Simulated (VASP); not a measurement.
Write the native input for VASP 6.6.1 that does the following.

* Task: single point
* Functional: r2SCAN
* Potentials or basis: VASP PAW PBE potentials, release 64 (Ce, O)
* Cutoff: 520 eV
* k mesh: 9 × 9 × 9
* Occupations: fermi-dirac, width 0.05 eV
* Spin: collinear spin, ferromagnetic start
* Starting moments: [1.0, 0.0, 0.0] μB
* Dipole correction: no
* Further INCAR settings: ALGO = Normal; EDIFF = 1e-07; NBANDS = 23

Crystal: CeO2.

```
Ce O
1.0
     0.00000    2.75668    2.75668
     2.75668    0.00000    2.75668
     2.75668    2.75668    0.00000
Ce O
1 2
Direct
  0.00000 0.00000 0.00000
  0.75000 0.75000 0.75000
  0.25000 0.25000 0.25000
```

The input as run:

POSCAR

```
CeO2
1.0
    0.0000000000      2.7566762073      2.7566762073
    2.7566762073      0.0000000000      2.7566762073
    2.7566762073      2.7566762073      0.0000000000
Ce O
1 2
Direct
    0.0000000000      0.0000000000      0.0000000000
    0.7500000000      0.7500000000      0.7500000000
    0.2500000000      0.2500000000      0.2500000000
```

INCAR.step1

```
SYSTEM = CeO2
PREC = Accurate
ENCUT = 520
ISMEAR = -1
SIGMA = 0.05
LREAL = .FALSE.
LASPH = .TRUE.
NELM = 150
ISPIN = 2
MAGMOM = 1 0 0
LMAXMIX = 6
NBANDS = 23
GGA = PE
ALGO = Normal
EDIFF = 1E-4
LWAVE = .TRUE.
LCHARG = .FALSE.
```

INCAR.step2

```
SYSTEM = CeO2
PREC = Accurate
ENCUT = 520
EDIFF = 1E-7
ISMEAR = -1
SIGMA = 0.05
LREAL = .FALSE.
LASPH = .TRUE.
NELM = 150
ALGO = Normal
ISIF = 2
LWAVE = .FALSE.
LCHARG = .FALSE.
ISPIN = 2
MAGMOM = 1 0 0
LORBIT = 11
LMAXMIX = 6
METAGGA = R2SCAN
LMIXTAU = .TRUE.
NBANDS = 23
ISTART = 1
```

KPOINTS

```
regular mesh
0
G
  9 9 9
  0 0 0
```

Potentials or basis: VASP PAW PBE potentials, release 64 (Ce, O).

The run is started by

```bash
$ cat potpaw_PBE.64/Ce/POTCAR potpaw_PBE.64/O/POTCAR > POTCAR
$ cp INCAR.step1 INCAR
$ mpirun -np 1 vasp_std > vasp.out
$ cp INCAR.step2 INCAR
$ mpirun -np 1 vasp_std > vasp.out
```

Results of the run:

```json
{
 "Pressure": "-7.5 GPa",
 "Band gap on the k mesh": "2.08 eV (least direct gap 2.15 eV)",
 "Net moment": "0.00 μB per cell",
 "Valence electrons inside the program's atomic spheres": "Ce 9.57; O 5.03"
}
```

Caveat: the magnetic or orbital state may not be the lowest; the cell stands under tension; the moments typed at the start vanished in this run; the PAW data sets were made with another functional, which shifts forces and pressure a little; spin-orbit coupling is left out, which moves the levels of the heavy elements; an odd mesh through Γ misses points on the zone boundary, where band edges can lie.

Run time: 5.9 min on 1 thread of AMD EPYC 7R13 Processor (Zen 3), on a shared host, peak memory 0.21 GiB.
